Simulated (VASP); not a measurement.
Write the native input for VASP 6.6.1 that does the following.

| Item | Value |
| --- | --- |
| Task | single point |
| Functional | PBE |
| Potentials or basis | VASP PAW PBE potentials, release 64 (Ta_pv, Hf_pv) |
| Cutoff | 520 eV |
| k mesh | 8 × 8 × 5 |
| Occupations | fermi-dirac, width 0.05 eV |
| Spin | no spin polarisation |
| Dipole correction | no |
| Further INCAR settings | ALGO = Normal; EDIFF = 1e-07; NBANDS = 18 |

The structure of HfTa lies in POSCAR:

```
HfTa
1.0
    1.7127470000     -2.3996010000      0.0000000000
    1.7127470000      2.3996010000      0.0000000000
    0.0000000000      0.0000000000      4.9445061000
Ta Hf
1 1
Direct
    0.5000000000      0.5000000000      0.5000000000
    0.0000000000      0.0000000000      0.0000000000
```

The input as run:

INCAR

```
SYSTEM = HfTa
  PREC = Accurate
  ENCUT = 520
  EDIFF = 1E-7
  ISMEAR = -1
  SIGMA = 0.05
  LREAL = .FALSE.
  LASPH = .TRUE.
  NELM = 100
  ALGO = Normal
  ISIF = 2
  LWAVE = .FALSE.
  LCHARG = .TRUE.
  GGA = PE
  LELF = .TRUE.
  LVHAR = .TRUE.
  NBANDS = 18
```

KPOINTS

```
Automatic mesh
0
G
  8 8 5
  0 0 0
```

Potentials or basis: VASP PAW PBE potentials, release 64 (Ta_pv, Hf_pv).

The run is started by

```bash
$ cat potpaw_PBE.64/Ta_pv/POTCAR potpaw_PBE.64/Hf_pv/POTCAR > POTCAR
$ mpirun -np 1 vasp_std > vasp.out
```

It gave:

| Property | Result |
| --- | --- |
| Pressure | -2.5 GPa |
| Band gap on the k mesh | zero (an odd number of electrons rules out a gap without spin polarisation) |

Caveat: spin-orbit coupling is left out, which moves the levels of the heavy elements.

Run time: 67 s on 1 thread of AMD EPYC 7R13 (shared host), peak memory 0.16 GiB.
